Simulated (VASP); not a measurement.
# Ge (P6/mmm) in VASP: notebook, part 2 of 2

VASP 6.6.1. The steps go on from the part before.

### 4 Relaxation of cell and atoms, LDA, target pressure 61 GPa, at which the enthalpy is minimised

The input, INCAR:

```
PREC = Accurate ; ENCUT = 600
EDIFF = 1E-6 ; ISMEAR = -1
SIGMA = 0.08 ; LREAL = F
LASPH = T ; NELM = 100
ALGO = Normal ; ISIF = 3
LWAVE = F ; LCHARG = F
IBRION = 2 ; NSW = 32
EDIFFG = -0.005 ; PSTRESS = 610.0
```

The input, KPOINTS:

```
Automatic mesh
0
Gamma
  17 17 16
```

The input, POSCAR:

```
Ge
1.0
    2.5092561066      0.0000000000      0.0000000000
   -1.2546280533      2.1730795329      0.0000000000
    0.0000000000      0.0000000000      2.3391206445
Ge
1
Direct
    0.0000000000      0.0000000000      0.0000000000
```

Potentials or basis: VASP PAW LDA potentials, release 64 (Ge_d).

Launch:

```bash
cat potpaw_LDA.64/Ge_d/POTCAR > POTCAR
mpirun -np 1 vasp_std > vasp.out
```

OUTCAR:

```text
PREC = Accurate
   ENCUT = 600
   EDIFF = 1E-6
   ISMEAR = -1
   LREAL = F
   LASPH = T
   NELM = 100
   ISIF = 3
   IBRION = 2
   NSW = 32
   EDIFFG = -0.005
   PSTRESS = 610.0

 ion  position               nearest neighbor table
   1  0.000  0.000  0.000-

  LATTYP: Found a hexagonal cell.
 ALAT       =     2.5092561066
 C/A-ratio  =     0.9321968524

  Lattice vectors:

 A1 = (   2.5092561066,   0.0000000000,   0.0000000000)
 A2 = (  -1.2546280533,   2.1730795329,   0.0000000000)
 A3 = (   0.0000000000,   0.0000000000,   2.3391206445)

Analysis of symmetry for initial positions (statically):
=====================================================================
 Subroutine PRICEL returns:
 Original cell was already a primitive cell.

 Routine SETGRP: Setting up the symmetry group for a
 hexagonal supercell.

 Subroutine GETGRP returns: Found 24 space group operations
 (whereof 24 operations were pure point group operations)
 out of a pool of 24 trial point group operations.

The static configuration has the point symmetry D_6h.

Analysis of symmetry for dynamics (positions and initial velocities):
=====================================================================
[... 164 lines left out ...]
  -------------------------------------------------------------------------------------
  Total        4.9126426      4.9126426      4.9103557      0.0000000     -0.0000000      0.0000000
  in kB      617.0956990    617.0956990    616.8084279      0.0000000     -0.0000000      0.0000000
  external PRESSURE =       6.9999420 kB  Pullay stress =     610.0000000 kB
[... 246 lines left out ...]
--------------------------------------- Ionic step        8  -------------------------------------------

 number of electron      14.0000006 magnetization

 Free energy of the ion-electron system (eV)
  ---------------------------------------------------
  ext. energy  EPLUGINS =         0.00000000
  ---------------------------------------------------
  free energy    TOTEN  =        -4.27981153 eV

  energy without entropy =       -4.27330974  energy(sigma->0) =       -4.27656064

 E-fermi :  11.6115     XC(G=0): -13.6484

 val. band max:       11.6109841221   @ k =   0.3529   0.1765   0.1250
 cond. band min:      11.6233567917   @ k =   0.4118  -0.0000   0.5000
 fundamental gap:      0.0123726695
 Fermi energy:        11.6115339836

 k-point     1 :       0.0000    0.0000    0.0000
  band No.  band energies     occupation
      1     -14.1707      2.00000
      2     -13.8326      2.00000
      3     -13.8326      2.00000
      4     -13.4391      2.00000
      5     -13.4391      2.00000
      6      -5.6823      2.00000
      7      20.5628      0.00000
      8      23.3352      0.00000
      9      23.3352      0.00000
     10      23.8835      0.00000
     11      28.4716      0.00000
[... 309 lines left out ...]
 k-point    24 :       0.1765    0.1765    0.0000
  band No.  band energies     occupation
      1     -14.0533      2.00000
      2     -13.8779      2.00000
      3     -13.6141      2.00000
      4     -13.5417      2.00000
      5     -13.4745      2.00000
      6      -2.6162      2.00000
      7      12.0247      0.01137
      8      13.5264      0.00000
      9      23.6984      0.00000
     10      27.0786      0.00000
     11      28.8581      0.00000

 [... further k-points ...]
[... 5 lines left out ...]
  --------------------------------------------------------------------------------------
  -------------------------------------------------------------------------------------
  Total        4.8640654      4.8640654      4.8625268      0.0000000      0.0000000      0.0000000
  in kB      609.6472229    609.6472229    609.4543886      0.0000000      0.0000000      0.0000000
  external PRESSURE =      -0.4170552 kB  Pullay stress =     610.0000000 kB
[... 20 lines left out ...]
  energy  without entropy=       -4.2733097441  energy(sigma->0) =       -4.27656064

  enthalpy is  TOTEN    =         0.5870684705 eV   P V=        4.8668800054

 reached required accuracy - stopping structural energy minimisation
```

OSZICAR:

```text
N       E                     dE             d eps       ncg     rms          rms(c)
DAV:   1     0.538331193360E+02    0.53833E+02   -0.80307E+03  6949   0.417E+03
DAV:   2    -0.110501108677E+01   -0.54938E+02   -0.52694E+02  6754   0.406E+02
DAV:   3    -0.430297440048E+01   -0.31980E+01   -0.31764E+01  7394   0.662E+01
DAV:   4    -0.433511280000E+01   -0.32138E-01   -0.32131E-01  7121   0.705E+00
[... 40 lines left out ...]
DAV:   2    -0.427952584874E+01    0.80955E-06   -0.77702E-07  4365   0.292E-02
   7 F= 0.58706876E+00 E0= 0.59031879E+00  d E =-.818495E-04
       N       E                     dE             d eps       ncg     rms          rms(c)
DAV:   1    -0.427981407614E+01   -0.28742E-03   -0.36353E-05  8068   0.112E-01    0.868E-03
DAV:   2    -0.427981225002E+01    0.18261E-05   -0.17675E-06  5997   0.313E-02    0.491E-03
DAV:   3    -0.427981153492E+01    0.71509E-06   -0.12691E-06  5578   0.247E-02
   8 F= 0.58706847E+00 E0= 0.59031937E+00  d E =-.292344E-06
```

It took 94 s on 1 thread of Intel Xeon Platinum 8259CL at 2.50GHz (Skylake/Cascade Lake), shared host; peak memory 0.16 GiB.

What came out:

```
Free energy                                            : -4.2798 eV
Relaxed volume                                         : 12.78 Å³/atom
Relaxed cell                                           : a = 2.511 Å, b = 2.511 Å, c = 2.341 Å, α = 90.00°, β = 90.00°, γ = 120.00°
Space group after relaxing (to 0.05 Å)                 : P6/mmm (No. 191)
Energy change on relaxing (the enthalpy is what falls) : -10.8 meV/atom
Ionic steps                                            : 8
Pressure after relaxing                                : 61.0 GPa
Band gap on the k mesh                                 : zero (band 7 reaches 20.68 eV, above the bottom of band 8 at 6.95 eV)
```

Step by step:
```csv
step,energy change (eV),largest force (eV/Å),pressure (GPa),volume (Å³)
1,0.0000,0.0000,61.70,12.75
2,-0.0390,0.0000,59.41,12.86
3,-0.0116,0.0000,60.82,12.79
4,-0.0092,0.0000,61.12,12.78
5,-0.0101,0.0000,61.22,12.78
6,-0.0109,0.0000,60.77,12.78
7,-0.0105,0.0000,61.06,12.78
8,-0.0108,0.0000,60.96,12.78
```

Final structure:
```xyz
1
Lattice="2.5110 0.0000 0.0000 -1.2555 2.1746 0.0000 0.0000 0.0000 2.3410" Properties=species:S:1:pos:R:3 pbc="T T T"
Ge   -1.2555    2.1746    0.0000
```

Levels at points of the mesh, in eV from the Fermi level:
| k point | band 5 | band 6 | band 7 | band 8 | band 9 | band 10 |
| --- | --- | --- | --- | --- | --- | --- |
| (0.00, 0.00, 0.00) | -25.05 | -17.29 | 8.95 | 11.72 | 11.72 | 12.27 |
| (0.00, 0.00, 0.50) | -25.24 | -11.07 | -9.08 | 17.07 | 17.07 | 20.37 |

Caveat: the cell is relaxed towards a set pressure, so the enthalpy falls and the energy may rise.

### 5 Relaxation of cell and atoms, LDA, target pressure 61 GPa, at which the enthalpy is minimised

This run uses another cell than the first one, of 12.82 Å³/atom, 1.005 times its volume.

The input, INCAR:

```
  PREC = Accurate
  ENCUT = 600
  EDIFF = 1E-6
  ISMEAR = -1
  SIGMA = 0.08
  LREAL = False
  LASPH = True
  NELM = 100
  ALGO = Normal
  ISIF = 3
  LWAVE = False
  LCHARG = False
  IBRION = 2
  NSW = 60
  EDIFFG = -0.005
  PSTRESS = 610.0
```

KPOINTS is that of step 4.

The input, POSCAR:

```
Ge
1.0
    2.5062910144      0.0000000000      0.0000000000
   -1.2531455072      2.1705116877      0.0000000000
    0.0000000000      0.0000000000      2.3559135535
Ge
1
Direct
    0.0000000000      0.0000000000      0.0000000000
```

Launch:

```bash
cat potpaw_LDA.64/Ge_d/POTCAR > POTCAR
mpirun -np 1 vasp_std > vasp.out
```

Wall time 2.5 min (1 thread of Intel Xeon Platinum 8259CL at 2.50GHz (Skylake/Cascade Lake), shared host); peak memory 0.17 GiB.

The run converged. Its results:

```
Free energy                                            : -4.2810 eV
Relaxed volume                                         : 12.79 Å³/atom
Relaxed cell                                           : a = 2.511 Å, b = 2.511 Å, c = 2.341 Å, α = 90.00°, β = 90.00°, γ = 120.00°
Space group after relaxing (to 0.05 Å)                 : P6/mmm (No. 191)
Energy change on relaxing (the enthalpy is what falls) : +10.5 meV/atom
Ionic steps                                            : 13
Pressure after relaxing                                : 61.0 GPa
Band gap on the k mesh                                 : zero (band 7 reaches 20.68 eV, above the bottom of band 8 at 6.95 eV)
```

The path:
| step | energy change (eV) | largest force (eV/Å) | pressure (GPa) | volume (Å³) |
| --- | --- | --- | --- | --- |
| 1 | 0.0000 | 0.0000 | 60.16 | 12.82 |
| 2 | 0.0485 | 0.0000 | 63.56 | 12.69 |
| 3 | 0.0194 | 0.0000 | 61.54 | 12.76 |
| 4 | 0.0200 | 0.0000 | 61.64 | 12.76 |
| 5 | -0.0070 | 0.0000 | 59.92 | 12.83 |
| 6 | 0.0105 | 0.0000 | 61.19 | 12.79 |
| 7 | 0.0086 | 0.0000 | 60.87 | 12.79 |
| 8 | 0.0096 | 0.0000 | 61.00 | 12.79 |
| 9 | 0.0098 | 0.0000 | 60.96 | 12.79 |
| 10 | 0.0102 | 0.0000 | 60.98 | 12.79 |
| 11 | 0.0110 | 0.0000 | 61.03 | 12.78 |
| 12 | 0.0106 | 0.0000 | 61.08 | 12.79 |
| 13 | 0.0105 | 0.0000 | 60.97 | 12.79 |

Final structure:
```
Ge
1.0
     2.51126    0.00000    0.00000
    -1.25563    2.17482    0.00000
     0.00000    0.00000    2.34108
Ge
1
Cartesian
  0.0000 0.0000 0.0000
```

Levels at points of the mesh, in eV from the Fermi level:
| k point | band 4 | band 5 | band 6 | band 7 | band 8 | band 9 | band 10 | band 11 |
| --- | --- | --- | --- | --- | --- | --- | --- | --- |
| (0.00, 0.00, 0.00) | -25.05 | -25.05 | -17.29 | 8.95 | 11.72 | 11.72 | 12.27 | 16.85 |
| (0.00, 0.00, 0.50) | -25.27 | -25.24 | -11.07 | -9.08 | 17.06 | 17.06 | 20.37 | 21.25 |

Caveat: the cell is relaxed towards a set pressure, so the enthalpy falls and the energy may rise.

### 6 Overview

```csv
task,cell,cutoff (eV),gap on the mesh (eV),pressure (GPa)
single point,"a = 2.509, b = 2.509, c = 2.339 Å, angles 90.0, 90.0, 120.0°, 1 atom",520,none,61.8
single point,"a = 2.510, b = 2.510, c = 2.339 Å, angles 90.0, 90.0, 120.0°, 1 atom",520,none,61.5
relaxation of cell and atoms,"relaxed to 61 GPa from a = 2.509, b = 2.509, c = 2.339 Å, angles 90.0, 90.0, 120.0°, 1 atom",600,none,61.0
relaxation of cell and atoms,"relaxed to 61 GPa from a = 2.506, b = 2.506, c = 2.356 Å, angles 90.0, 90.0, 120.0°, 1 atom",600,none,61.0
```

Alike in all rows: level LDA; potentials or basis VASP PAW LDA potentials, release 64 (Ge_d); no spin polarisation; k mesh 17 × 17 × 16; smearing fermi-dirac 0.08 eV.

Caveats: the cell is relaxed towards a set pressure, so the enthalpy falls and the energy may rise (some runs).

Absolute energies hang on the potentials; compare differences alone.
